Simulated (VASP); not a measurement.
A run of VASP 6.6.1:

File INCAR:

```
SYSTEM = NaI
PREC = Accurate
ENCUT = 520
EDIFF = 1E-7
ISMEAR = -1
SIGMA = 0.02
LREAL = .False.
LASPH = .True.
NELM = 100
ALGO = Normal
ISIF = 2
LWAVE = .False.
LCHARG = .False.
GGA = PE
NBANDS = 22
```

Contents of KPOINTS:

```
regular mesh
0
Gamma
  6 6 4
  0 0 0
```

POSCAR

```
NaI
1.0
    5.4164943667      0.1570783366      0.0000000000
   -2.5722133534      4.6122825527      0.0000000000
    0.0000000000      0.0000000000      6.4591427365
Na I
2 2
Direct
    0.3279596196      0.6670603527     -0.0625037152
    0.6720403804      0.3329396473      0.4374962848
    0.3230909545      0.6675082146      0.4375037152
    0.6769090455      0.3324917854      0.9375037152
```

Potentials or basis: VASP PAW PBE potentials, release 64 (Na_pv, I).

Run with:

```bash
$ cat potpaw_PBE.64/Na_pv/POTCAR potpaw_PBE.64/I/POTCAR > POTCAR
$ mpirun -np 1 vasp_std > vasp.out
```

Hardware: 1 thread of Intel(R) Xeon(R) Platinum 8375C CPU @ 2.90GHz (Ice Lake) (shared host).

Problem. Estimate the wall time of this run.

Solution. Wall time 2.2 min on 1 thread of Intel(R) Xeon(R) Platinum 8375C CPU @ 2.90GHz (Ice Lake), on a shared host, peak memory 0.36 GiB. Counts: scf iterations 14, k points 60.
